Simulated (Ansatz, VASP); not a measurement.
**B: VASP beside Ansatz**

Contents of INCAR:

```
PREC = Accurate ; ENCUT = 600
EDIFF = 1E-6 ; ISMEAR = -1
SIGMA = 0.1 ; LREAL = False
LASPH = True ; NELM = 100
ALGO = Normal ; ISIF = 3
LWAVE = False ; LCHARG = False
IBRION = 2 ; NSW = 80
EDIFFG = -0.01
```

The input KPOINTS:

```
Automatic mesh
0
Gamma
  13 13 13
```

The input POSCAR:

```
B
1.0
    0.0000000000      2.0683080914      2.0683080914
    2.0683080914      0.0000000000      2.0683080914
    2.0683080914      2.0683080914      0.0000000000
B
2
Direct
    0.1250000000      0.1250000000      0.1250000000
    0.8750000000      0.8750000000      0.8750000000
```

Input for Ansatz:

```yaml
crystal:
  lattice:
    - [0.0, 2.0683080914, 2.0683080914]
    - [2.0683080914, 0.0, 2.0683080914]
    - [2.0683080914, 2.0683080914, 0.0]
  atoms:
    - { symbol: B, position: [0.125, 0.125, 0.125] }
    - { symbol: B, position: [0.875, 0.875, 0.875] }
hamiltonian:
  xc: lda
  pseudopotentials:
    kind: paw
    azcp:
      B: "pseudopotentials/B.paw.azcp"
basis:
  ecutwfc: 420
  fft_grid_basis: typed
kpoints:
  mp_grid: { grid: [13, 13, 13], shift: [0, 0, 0] }
magnetization:
  spin_polarized: false
scf:
  occupations: { method: fermi_dirac, width: 0.1 }
relax:
  max_steps: 60
  f_tol: 0.01
  cell: {}
```

Alike in both runs: task relaxation of cell and atoms; functional LDA; k mesh 13 × 13 × 13; occupations fermi-dirac, width 0.1 eV; no spin polarisation.

|  | VASP | Ansatz |
| --- | --- | --- |
| version | VASP 6.6.1 | Ansatz 0.2.0 |
| potentials or method | VASP PAW LDA potentials, release 64 (B), cutoff 600 eV | plane waves (420 eV) with PAW, scalar-relativistic |
| valence electrons in the cell | 6 | 6 |

|  | VASP | Ansatz | Ansatz less VASP |
| --- | --- | --- | --- |
| relaxed volume (Å³/atom) | 8.03 | 8.02 | -0.008 |
| relaxed cell length with the largest relative difference (Å) | 2.831 | 2.830 | -0.0009 |

Ansatz warns that its potentials were made for another functional, while VASP's fit it. LDA's correlation is that of Perdew and Zunger in VASP and of Perdew and Wang (1992) in Ansatz.
